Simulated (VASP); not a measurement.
# MgO (I4/mmm) in VASP: further runs

MgO is run at these levels: PBEsol; tasks: single point.

All numbers are computed with VASP 6.6.1; they aren't measurements. Logs are shortened: lines on timing, memory, paths and dates and some standing lists are left out, and cuts for length are marked.

## 1. The cell of the first run

The structure is tetragonal, space group I4/mmm (No. 139). Conventional cell: a = 3.020 Å, b = 3.020 Å, c = 3.630 Å, α = 90.00°, β = 90.00°, γ = 90.00°. Mg (site symmetry 4/mmm) has 6 O at 1.81 to 2.14 Å within 2.4 Å. Within 2.4 Å of O (site symmetry 4/mmm) lie 6 Mg at 1.81 to 2.14 Å.

## 2. Single point, PBEsol (strain -0.1500 x Voigt [1, 0, 0, 0, 0, 0])

INCAR

```
PREC = Accurate ; ENCUT = 520
EDIFF = 1E-6 ; ISMEAR = 0
SIGMA = 0.05 ; LREAL = False
LASPH = True ; NELM = 80
ALGO = Normal ; ISIF = 2
LWAVE = False ; LCHARG = False
GGA = PS ; NBANDS = 11
```

KPOINTS

```
Automatic mesh
0
Gamma
  10 10 10
```

POSCAR

```
MgO
1.0
    0.0000000000      2.1351500000      2.1351500000
    1.8148775000      0.0000000000      2.1351500000
    1.8148775000      2.1351500000      0.0000000000
Mg O
1 1
Direct
    0.0000000000      0.0000000000      0.0000000000
    0.5000000000      0.5000000000      0.5000000000
```

Potentials or basis: VASP PAW PBE potentials, release 64 (Mg, O).

On the command line:

```console
cat potpaw_PBE.64/Mg/POTCAR potpaw_PBE.64/O/POTCAR > POTCAR
mpirun -np 1 vasp_std > vasp.out
```

OUTCAR:

```text
PREC = Accurate
   ENCUT = 520
   EDIFF = 1E-6
   ISMEAR = 0
   LREAL = False
   LASPH = True
   NELM = 80
   ISIF = 2
   GGA = PS

 ion  position               nearest neighbor table
   1  0.000  0.000  0.000-   2 1.81   2 1.81   2 2.14   2 2.14   2 2.14   2 2.14
   2  0.500  0.500  0.500-   1 1.81   1 1.81   1 2.14   1 2.14   1 2.14   1 2.14

  LATTYP: Found a body centered tetragonal cell.
 ALAT       =     3.0195580877
 C/A-ratio  =     1.2020815280

  Lattice vectors:

 A1 = (  -1.8148775000,   0.0000000000,  -2.1351500000)
 A2 = (  -1.8148775000,   0.0000000000,   2.1351500000)
 A3 = (   1.8148775000,   2.1351500000,   0.0000000000)

Analysis of symmetry for initial positions (statically):
=====================================================================
 Subroutine PRICEL returns:
 Original cell was already a primitive cell.

 Routine SETGRP: Setting up the symmetry group for a
 body centered tetragonal supercell.

 Subroutine GETGRP returns: Found 16 space group operations
 (whereof 16 operations were pure point group operations)
 out of a pool of 16 trial point group operations.

The static configuration has the point symmetry D_4h.

Analysis of symmetry for dynamics (positions and initial velocities):
=====================================================================
 Subroutine PRICEL returns:
 Original cell was already a primitive cell.

 Routine SETGRP: Setting up the symmetry group for a
 body centered tetragonal supercell.

 Subroutine GETGRP returns: Found 16 space group operations
 (whereof 16 operations were pure point group operations)
 out of a pool of 16 trial point group operations.

The dynamic configuration has the point symmetry D_4h.

 Subroutine INISYM returns: Found 16 space group operations
 (whereof 16 operations are pure point group operations),
 and found     1 'primitive' translations

----------------------------------------------------------------------------------------

                                     Primitive cell

  volume of cell :      16.5476

  direct lattice vectors                    reciprocal lattice vectors
     0.000000000  2.135150000  2.135150000    -0.275500688  0.234175585  0.234175585
     1.814877500  0.000000000  2.135150000     0.275500688 -0.234175585  0.234175585
     1.814877500  2.135150000  0.000000000     0.275500688  0.234175585 -0.234175585

  length of vectors
     3.019558088  2.802257280  2.802257280     0.430786534  0.430786534  0.430786534

  position of ions in fractional coordinates (direct lattice)
     0.000000000  0.000000000  0.000000000
     0.500000000  0.500000000  0.500000000

  ion indices of the primitive-cell ions
   primitive index   ion index
                 1           1
                 2           2

----------------------------------------------------------------------------------------

 KPOINTS: Automatic mesh

Automatic generation of k-mesh.
 Grid dimensions read from file:
 generate k-points for:   10   10   10

 Generating k-lattice:

  Cartesian coordinates                     Fractional coordinates (reciprocal lattice)
    -0.027550069  0.023417558  0.023417558     0.100000000 -0.000000000 -0.000000000
     0.027550069 -0.023417558  0.023417558     0.000000000  0.100000000  0.000000000
     0.027550069  0.023417558 -0.023417558     0.000000000  0.000000000  0.100000000

  Length of vectors
     0.043078653  0.043078653  0.043078653

  Shift w.r.t. Gamma in fractional coordinates (k-lattice)
     0.000000000  0.000000000  0.000000000

 Subroutine IBZKPT returns following result:
 ===========================================

 Found    102 irreducible k-points:

 Following reciprocal coordinates:
            Coordinates               Weight
  0.000000  0.000000  0.000000      1.000000
  0.100000  0.000000  0.000000      8.000000
  0.200000  0.000000  0.000000      8.000000
  0.300000  0.000000  0.000000      8.000000
  0.400000  0.000000  0.000000      8.000000
  0.500000 -0.000000 -0.000000      4.000000
[... 16 lines left out ...]
  0.300000  0.300000  0.000000      4.000000
  0.400000  0.300000  0.000000     16.000000
 [... further k-points ...]
   k-points           NKPTS =    102   k-points in BZ     NKDIM =    102   number of bands    NBANDS=     11
   number of dos      NEDOS =    301   number of ions     NIONS =      2
   total plane-waves  NPLWV =  13824
   dimension x,y,z NGX =    24 NGY =   24 NGZ =   24
   dimension x,y,z NGXF=    48 NGYF=   48 NGZF=   48
   ions per type =               1   1
   NGX,Y,Z   is equivalent  to a cutoff of  13.21, 14.24, 14.24 a.u.
   NGXF,Y,Z  is equivalent  to a cutoff of  26.43, 28.48, 28.48 a.u.
 SYSTEM =  unknown system
   PREC   = accura    normal or accurate (medium, high low for compatibility)
   ISTART =      0    job   : 0-new  1-cont  2-samecut
   ICHARG =      2    charge: 1-file 2-atom 10-const
   ISPIN  =      1    spin polarized calculation?
   LNONCOLLINEAR =      F non collinear calculations
   LSORBIT =      F    spin-orbit coupling
   LASPH  =      T    aspherical Exc in radial PAW
   ENCUT  =  520.0 eV  38.22 Ry    6.18 a.u.   5.61  5.21  5.21*2*pi/ulx,y,z
   NELM   =     80;   NELMIN=  2; NELMDL= -5     # of ELM steps
   EDIFF  = 0.1E-05   stopping-criterion for ELM
   LREAL  =      F    real-space projection
   EDIFFG = 0.1E-04   stopping-criterion for IOM
   NSW    =      0    number of steps for IOM
   IBRION =     -1    ionic relax: 0-MD 1-quasi-New 2-CG
   NFREE  =      0    steps in history (QN), initial steepest desc. (CG)
   ISIF   =      2    stress and relaxation
   ISYM   =      2    0-nonsym 1-usesym 2-fastsym
   POTIM  = 0.5000    time-step for ionic-motion
   TEBEG  =    0.0;   TEEND  =   0.0 temperature during run
   PSTRESS=    0.0 pullay stress
   NELECT =       8.0000    total number of electrons
   NUPDOWN=      -1.0000    fix difference up-down
   EMIN   =  10.00;   EMAX   =-10.00  energy-range for DOS
   EFERMI =   0.00;   METHOD = LEGACY
   ISMEAR =     0;   SIGMA  =   0.05  broadening in eV -4-tet -1-fermi 0-gaus
   EFERMI_NEDOS =   21; number of points for ismear=-14 and -15
   IALGO  =     38    algorithm
   IMIX   =      4    mixing-type and parameters
     AMIX     =   0.40;   BMIX     =  1.00
     AMIX_MAG =   1.60;   BMIX_MAG =  1.00
  volume/ion in A,a.u.               =       8.27        55.83
  Fermi-wavevector in a.u.,A,eV,Ry     =   1.284873  2.428057 22.461832  1.650898
  Thomas-Fermi vector in A             =   2.417041
   LORBIT       =      0    0 simple, 1 ext, 2 COOP (PROOUT), +10 PAW based schemes
   GGA     = PS    functional components
   LHFCALC =     F    Hartree Fock is set to
   AEXX    =    0.0000 exact exchange contribution
   IVDW    =     0    specifies the selected vdW correction
   LEPSILON=     F    determine dielectric tensor
   LRPA    =     F    only Hartree local field effects (RPA)
 non-spin polarized calculation
 Gauss-broadening in eV      SIGMA  =   0.05
  energy-cutoff  :      520.00
  volume of cell :       16.55
 maximum number of plane-waves:       467
 NGX is ok and might be reduce to    24
   NGX = 11   NGY = 11   NGZ = 11

 number of electron       8.0000000 magnetization

 Free energy of the ion-electron system (eV)
  ---------------------------------------------------
  ext. energy  EPLUGINS =         0.00000000
  ---------------------------------------------------
  free energy    TOTEN  =       -11.93428179 eV

  energy without entropy =      -11.93428179  energy(sigma->0) =      -11.93428179

 E-fermi :   4.3967     XC(G=0): -11.8697

 val. band max:        4.0974424726   @ k =   0.0000   0.0000   0.0000
 cond. band min:       9.5970890645   @ k =   0.0000   0.0000   0.0000
 fundamental gap:      5.4996465919
 Fermi energy:         4.3966707650

 k-point     1 :       0.0000    0.0000    0.0000
  band No.  band energies     occupation
      1     -13.9000      2.00000
      2       3.7869      2.00000
      3       4.0974      2.00000
      4       4.0974      2.00000
      5       9.5971      0.00000
      6      20.0618      0.00000
      7      20.0618      0.00000
      8      21.8678      0.00000
      9      23.7569      0.00000
     10      24.9025      0.00000
     11      28.7309      0.00000

 k-point     2 :       0.1000    0.0000    0.0000
  band No.  band energies     occupation
      1     -13.7654      2.00000
      2       3.2665      2.00000
      3       3.8705      2.00000
      4       3.9717      2.00000
      5      10.2194      0.00000
      6      19.2110      0.00000
      7      20.2823      0.00000
      8      21.5321      0.00000
      9      23.5153      0.00000
     10      26.7117      0.00000
     11      28.3276      0.00000

 k-point     3 :       0.2000    0.0000    0.0000
  band No.  band energies     occupation
      1     -13.3929      2.00000
      2       1.8477      2.00000
      3       3.6597      2.00000
      4       3.6860      2.00000
      5      11.3971      0.00000
      6      17.7021      0.00000
      7      20.4747      0.00000
      8      22.2690      0.00000
      9      23.7174      0.00000
     10      26.6140      0.00000
     11      29.7016      0.00000

 k-point     4 :       0.3000    0.0000    0.0000
  band No.  band energies     occupation
      1     -12.8814      2.00000
      2       0.3558      2.00000
      3       3.3035      2.00000
      4       3.4908      2.00000
      5      12.2094      0.00000
      6      17.0954      0.00000
      7      20.1867      0.00000
      8      23.4233      0.00000
      9      25.0575      0.00000
     10      26.1372      0.00000
     11      29.3990      0.00000
[... 239 lines left out ...]
 k-point    22 :      -0.2000    0.2000   -0.0000
  band No.  band energies     occupation
      1     -12.6732      2.00000
      2       0.3714      2.00000
      3       2.4485      2.00000
      4       3.3789      2.00000
      5      13.2628      0.00000
      6      16.0969      0.00000
      7      19.8176      0.00000
      8      23.6148      0.00000
      9      25.0740      0.00000
     10      27.3518      0.00000
     11      30.2605      0.00000

 k-point    23 :       0.3000    0.3000    0.0000
  band No.  band energies     occupation
      1     -12.8006      2.00000
      2       0.3891      2.00000
      3       2.8029      2.00000
      4       3.4982      2.00000
      5      13.8671      0.00000
      6      15.2286      0.00000
      7      18.9629      0.00000
      8      23.1509      0.00000
      9      24.3761      0.00000
     10      29.6386      0.00000
     11      32.5830      0.00000

 k-point    24 :       0.4000    0.3000    0.0000
  band No.  band energies     occupation
      1     -12.4907      2.00000
      2      -0.1415      2.00000
      3       2.4817      2.00000
      4       3.2228      2.00000
      5      14.5865      0.00000
      6      15.1202      0.00000
      7      18.2254      0.00000
      8      23.4107      0.00000
      9      25.3072      0.00000
     10      30.0830      0.00000
     11      32.2549      0.00000

 [... further k-points ...]
[... 5 lines left out ...]
  --------------------------------------------------------------------------------------
  -------------------------------------------------------------------------------------
  Total        9.9182820      1.0667702      1.0667702      0.0000000      0.0000000      0.0000000
  in kB      960.3132939    103.2874016    103.2874016      0.0000000      0.0000000      0.0000000
  external PRESSURE =     388.9626990 kB  Pullay stress =       0.0000000 kB

 VOLUME and BASIS-vectors are now :
 -----------------------------------------------------------------------------
  energy-cutoff  :      520.00
  volume of cell :       16.55
      direct lattice vectors                 reciprocal lattice vectors
     0.000000000  2.135150000  2.135150000    -0.275500688  0.234175585  0.234175585
     1.814877500  0.000000000  2.135150000     0.275500688 -0.234175585  0.234175585
     1.814877500  2.135150000  0.000000000     0.275500688  0.234175585 -0.234175585

 POSITION                                       TOTAL-FORCE (eV/Angst)
 -----------------------------------------------------------------------------------
      0.00000      0.00000      0.00000        -0.000000      0.000000     -0.000000
      1.81488      2.13515      2.13515         0.000000     -0.000000      0.000000
 -----------------------------------------------------------------------------------
    total drift:                               -0.000000     -0.000000      0.000000

  FREE ENERGIE OF THE ION-ELECTRON SYSTEM (eV)
  ---------------------------------------------------
  free  energy   TOTEN  =       -11.9342817928 eV

  energy  without entropy=      -11.9342817928  energy(sigma->0) =      -11.93428179
```

It took 20 s on 1 thread of Intel Xeon 8259CL, shared host; peak memory 0.15 GiB.

Results:

```yaml
Free_energy: -11.9343 eV
Pressure: 38.9 GPa
Band_gap_on_the_k_mesh: 5.50 eV, direct
```

Stress tensor (GPa, compression positive):
```
96.03  0.00  0.00
 0.00 10.33  0.00
 0.00  0.00 10.33
```

Caveat: the cell differs from its parent crystal (strain -0.1500 x Voigt [1, 0, 0, 0, 0, 0]); the PAW data sets were made with another functional, which shifts forces and pressure a little.

## 3. Single point, PBEsol (strain -0.1125 x Voigt [1, 0, 0, 0, 0, 0])

INCAR

```
  PREC = Accurate
  ENCUT = 520
  EDIFF = 1E-6
  ISMEAR = 0
  SIGMA = 0.05
  LREAL = F
  LASPH = T
  NELM = 80
  ALGO = Normal
  ISIF = 2
  LWAVE = F
  LCHARG = F
  GGA = PS
  NBANDS = 11
```

KPOINTS is that of step 2.

POSCAR

```
MgO
1.0
    0.0000000000      2.1351500000      2.1351500000
    1.8949456250      0.0000000000      2.1351500000
    1.8949456250      2.1351500000      0.0000000000
Mg O
1 1
Direct
    0.0000000000      0.0000000000      0.0000000000
    0.5000000000      0.5000000000      0.5000000000
```

Potentials or basis: VASP PAW PBE potentials, release 64 (Mg, O).

On the command line:

```console
cat potpaw_PBE.64/Mg/POTCAR potpaw_PBE.64/O/POTCAR > POTCAR
mpirun -np 1 vasp_std > vasp.out
```

It took 21 s on 1 thread of Intel Xeon 8259CL, shared host; peak memory 0.15 GiB.

It converged, with:

```
Free energy            : -12.2664 eV
Pressure               : 21.0 GPa
Band gap on the k mesh : 5.21 eV, direct
```

Stress tensor (GPa, compression positive):
```
52.39  0.00  0.00
 0.00  5.26  0.00
 0.00  0.00  5.26
```

Levels at points of the mesh, in eV from the valence-band top:
| k point | band 2 | band 3 | band 4 | band 5 | band 6 | band 7 |
| --- | --- | --- | --- | --- | --- | --- |
| (0.00, 0.00, 0.00) | -0.26 | 0.00 | 0.00 | 5.21 | 15.74 | 15.74 |
| (0.50, 0.00, 0.00) | -5.10 | -1.00 | -0.75 | 8.07 | 13.18 | 15.63 |
| (0.50, 0.50, 0.00) | -4.72 | -1.67 | -1.00 | 9.53 | 10.79 | 13.19 |
| (0.00, 0.50, 0.50) | -4.13 | -1.94 | -1.94 | 8.10 | 10.75 | 14.80 |

Caveat: the cell differs from its parent crystal (strain -0.1125 x Voigt [1, 0, 0, 0, 0, 0]); the PAW data sets were made with another functional, which shifts forces and pressure a little.

## 4. Single point, PBEsol (strain -0.0750 x Voigt [1, 0, 0, 0, 0, 0])

INCAR

```
  PREC = Accurate
  ENCUT = 520
  EDIFF = 1E-7
  ISMEAR = 0
  SIGMA = 0.05
  LREAL = False
  LASPH = True
  NELM = 100
  ALGO = Normal
  ISIF = 2
  LWAVE = False
  LCHARG = True
  GGA = PS
  LELF = True
  LVHAR = True
  NBANDS = 11
```

KPOINTS

```
regular mesh
0
Gamma
  10 10 10
```

POSCAR

```
MgO
1.0
    0.0000000000      2.1351500000      2.1351500000
    1.9750137500      0.0000000000      2.1351500000
    1.9750137500      2.1351500000      0.0000000000
Mg O
1 1
Direct
    0.0000000000      0.0000000000      0.0000000000
    0.5000000000      0.5000000000      0.5000000000
```

On the command line:

```console
cat potpaw_PBE.64/Mg/POTCAR potpaw_PBE.64/O/POTCAR > POTCAR
mpirun -np 1 vasp_std > vasp.out
```

Wall time 26 s (1 thread of Intel Xeon 8259CL, shared host); peak memory 0.15 GiB.

Results (log left out):

| Quantity | Value |
| --- | --- |
| Free energy | -12.4362 eV |
| Pressure | 8.5 GPa |
| Band gap on the k mesh | 4.89 eV, direct |

Stress tensor (GPa, compression positive):
```
23.78  0.00  0.00
 0.00  0.81  0.00
 0.00  0.00  0.81
```

Levels at points of the mesh, in eV from the valence-band top:
| k point | band 1 | band 2 | band 3 | band 4 | band 5 | band 6 | band 7 | band 8 | band 9 |
| --- | --- | --- | --- | --- | --- | --- | --- | --- | --- |
| (0.00, 0.00, 0.00) | -17.46 | -0.18 | 0.00 | 0.00 | 4.89 | 15.58 | 15.58 | 16.41 | 19.81 |
| (0.50, 0.00, 0.00) | -16.05 | -4.89 | -0.86 | -0.70 | 7.88 | 12.81 | 15.65 | 17.61 | 21.19 |
| (0.50, 0.50, 0.00) | -15.85 | -4.46 | -1.58 | -1.11 | 9.25 | 10.29 | 12.96 | 18.93 | 20.46 |
| (0.00, 0.50, 0.50) | -15.64 | -4.12 | -1.71 | -1.71 | 8.37 | 10.24 | 14.00 | 18.77 | 18.77 |

Caveat: the cell differs from its parent crystal (strain -0.0750 x Voigt [1, 0, 0, 0, 0, 0]); the PAW data sets were made with another functional, which shifts forces and pressure a little.

(Part 1 of 2 ends here.)
